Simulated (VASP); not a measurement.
PbO2: single point with PBEsol

The system is PbO2.

```xyz
3
Lattice="0.0000 2.6480 2.7020 2.6480 0.0000 2.7020 2.6480 2.6480 0.0000" Properties=species:S:1:pos:R:3 pbc="T T T"
Pb    0.0000    0.0000    0.0000
O     3.9719    3.9719    4.0530
O     1.3240    1.3240    1.3510
```

| Item | Value |
| --- | --- |
| Program | VASP 6.6.1 |
| Task | single point |
| Functional | PBEsol |
| Potentials or basis | VASP PAW PBE potentials, release 64 (Pb_d, O) |
| Cutoff | 520 eV |
| k mesh | 7 × 7 × 7 |
| Occupations | fermi-dirac, width 0.05 eV |
| Spin | no spin polarisation |

| Property | Result |
| --- | --- |
| Pressure | -0.1 GPa |
| Band gap on the k mesh | zero (band 13 reaches 5.98 eV, above the bottom of band 14 at 4.82 eV) |

Stress tensor (GPa, compression positive):
```
 1.76  0.00  0.00
 0.00  1.76  0.00
 0.00  0.00 -3.79
```

Levels at points of the mesh, in eV from the Fermi level:
```tsv
k point	band 9	band 10	band 11	band 12	band 13	band 14	band 15	band 16	band 17	band 18
(0.00, 0.00, 0.00)	-2.17	-2.17	-2.07	-1.57	-1.28	-1.28	6.83	6.83	6.94	11.60
```

It took 15 s on 1 thread of Intel Xeon 6975P-C, on a shared host, peak memory 0.17 GiB.

Caveat: the PAW data sets were made with another functional, which shifts forces and pressure a little; spin-orbit coupling is left out, which moves the levels of the heavy elements.
